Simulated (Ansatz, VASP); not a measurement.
**One calculation of ZnBi3, two programs**

INCAR

```
  PREC = Accurate
  ENCUT = 520
  EDIFF = 1E-6
  ISMEAR = 0
  SIGMA = 0.15
  LREAL = False
  LASPH = True
  NELM = 100
  ALGO = Normal
  ISIF = 2
  LWAVE = False
  LCHARG = False
  GGA = PS
  NBANDS = 36
```

File KPOINTS:

```
Automatic mesh
0
Gamma
  10 10 10
```

Contents of POSCAR:

```
ZnBi3
1.0
    4.7880304075      0.0000000000      0.0000000000
    0.0000000000      4.7880304075      0.0000000000
    0.0000000000      0.0000000000      4.7880304075
Zn Bi
1 3
Direct
    0.0000000000      0.0000000000      0.0000000000
    0.0000000000      0.5000000000      0.5000000000
    0.5000000000      0.0000000000      0.5000000000
    0.5000000000      0.5000000000      0.0000000000
```

Input for Ansatz:

```yaml
crystal:
  lattice:
    - [4.7880304075, 0.0, 0.0]
    - [0.0, 4.7880304075, 0.0]
    - [0.0, 0.0, 4.7880304075]
  atoms:
    - { symbol: Zn, position: [0.0, 0.0, 0.0] }
    - { symbol: Bi, position: [0.0, 0.5, 0.5] }
    - { symbol: Bi, position: [0.5, 0.0, 0.5] }
    - { symbol: Bi, position: [0.5, 0.5, 0.0] }
basis:
  ecutwfc: 420
kpoints:
  mp_grid: { grid: [10, 10, 10] }
hamiltonian:
  xc: pbesol
scf:
  occupations: { method: gaussian, width: 0.15 }
output:
  forces: true
  stress: true
  eigenvalues: true
```

Alike in both runs: task single point; functional PBEsol; k mesh 10 × 10 × 10; occupations gaussian, width 0.15 eV; no spin polarisation.

```csv
,VASP,Ansatz
version,VASP 6.6.1,Ansatz 0.2.0
potentials or method,"VASP PAW PBE potentials, release 64 (Zn, Bi_d), cutoff 520 eV","scalar-relativistic, plane waves, PAW"
valence electrons in the cell,57,57
```

|  | VASP | Ansatz | Ansatz less VASP |
| --- | --- | --- | --- |
| gap on the k mesh at the Fermi level (eV) | none | none | - |
| pressure (GPa) | 0.0 | 0.0 | +0.05 |

VASP's potentials were made for PBE, not for PBEsol. A gap of «none» marks a metal or a gap that the smearing closes. The functional is the same, so the differences come from potentials, cutoffs and numerics.

Spin-orbit coupling is off throughout.
